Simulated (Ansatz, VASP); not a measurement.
One calculation of Sn2Ir, two programs

```
CELL_PARAMETERS angstrom
0.00000 3.23115 3.23115
3.23115 0.00000 3.23115
3.23115 3.23115 0.00000
ATOMIC_POSITIONS crystal
Sn 0.25000 0.25000 0.25000
Sn 0.75000 0.75000 0.75000
Ir 0.00000 0.00000 0.00000
```

Change from the starting cell: volume scaled by 1.06, crystal datasets.

Alike in both runs: task electric field gradients; functional LDA; k mesh 10 × 10 × 10; occupations fermi-dirac, width 0.03 eV; no spin polarisation.

|  | VASP | Ansatz |
| --- | --- | --- |
| version | VASP 6.6.1 | Ansatz 0.2.0 |
| potentials or method | VASP PAW LDA potentials, release 64 (Sn_d, Ir), cutoff 520 eV | all-electron PAW with datasets made for the crystal, scalar-relativistic |

```tsv
	VASP	Ansatz	Ansatz less VASP
pressure (GPa)	-8.1	-8.2	-0.19
```

LDA's correlation is that of Perdew and Zunger in VASP and of Perdew and Wang (1992) in Ansatz. Ansatz ran all-electron here, and VASP with PAW potentials.

Spin-orbit coupling is off throughout.
